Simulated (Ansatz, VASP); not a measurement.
## One calculation of NaCl, two programs

```xyz
2
Lattice="3.4595 0.0000 0.0000 0.0000 3.4595 0.0000 0.0000 0.0000 3.4595" Properties=species:S:1:pos:R:3 pbc="T T T"
Na    0.0000    0.0000    0.0000
Cl    1.7297    1.7297    1.7297
```

Alike in both runs: task single point; functional PBE; k mesh 8 × 8 × 8; occupations gaussian, width 0.05 eV; no spin polarisation.

|  | VASP | Ansatz |
| --- | --- | --- |
| version | VASP 6.6.1 | Ansatz 0.2.0 |
| potentials or method | VASP PAW PBE potentials, release 64 (Na_pv, Cl), cutoff 520 eV | scalar-relativistic, plane waves, PAW |
| valence electrons in the cell | 14 | 16 |

```tsv
	VASP	Ansatz	Ansatz less VASP
gap on the k mesh at the Fermi level (eV)	4.11	4.10	0.000
least direct gap on the mesh (eV)	4.63	4.63	0.000
pressure (GPa)	1.1	1.2	+0.05
```

The functional is the same, so the differences come from potentials, cutoffs and numerics. VASP's potentials hold 14 valence electrons a cell and Ansatz's 16, so a difference there can come from the potentials and not from the codes.
